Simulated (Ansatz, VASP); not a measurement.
Two plane-wave programs on Mg

File INCAR:

```
SYSTEM = Mg
PREC = Accurate ; ENCUT = 600
EDIFF = 1E-6 ; ISMEAR = 0
SIGMA = 0.1 ; LREAL = .FALSE.
LASPH = .TRUE. ; NELM = 120
ALGO = Normal ; ISIF = 2
LWAVE = .FALSE. ; LCHARG = .FALSE.
GGA = PE ; NBANDS = 7
GGA_COMPAT = .FALSE.
```

KPOINTS

```
Automatic mesh
0
G
  16 16 16
  0 0 0
```

The input POSCAR:

```
Mg
1.0
    0.0000000000      2.2290399443      2.2290399443
    2.2290399443      0.0000000000      2.2290399443
    2.2290399443      2.2290399443      0.0000000000
Mg
1
Direct
    0.0000000000      0.0000000000      0.0000000000
```

Input for Ansatz:

```yaml
crystal:
  lattice:
    - [0.0, 2.2290399443, 2.2290399443]
    - [2.2290399443, 0.0, 2.2290399443]
    - [2.2290399443, 2.2290399443, 0.0]
  atoms:
    - { symbol: Mg, position: [0.0, 0.0, 0.0] }
basis:
  ecutwfc: 420
kpoints:
  mp_grid: { grid: [16, 16, 16] }
hamiltonian:
  xc: pbe
scf:
  occupations: { method: gaussian, width: 0.1 }
output:
  forces: true
  stress: true
  eigenvalues: true
```

Alike in both runs: task single point; functional PBE; k mesh 16 × 16 × 16; occupations gaussian, width 0.1 eV; no spin polarisation.

```csv
,VASP,Ansatz
version,VASP 6.6.1,Ansatz 0.2.0
potentials or method,"VASP PAW PBE potentials, release 64 (Mg), cutoff 600 eV","scalar-relativistic, plane waves, PAW"
valence electrons in the cell,2,10
```

|  | VASP | Ansatz | Ansatz less VASP |
| --- | --- | --- | --- |
| gap on the k mesh at the Fermi level (eV) | none | none | - |
| pressure (GPa) | 1.5 | 1.7 | +0.12 |

A gap of «none» marks a metal or a gap that the smearing closes. VASP's potentials hold 2 valence electrons a cell and Ansatz's 10, so a difference there can come from the potentials and not from the codes.
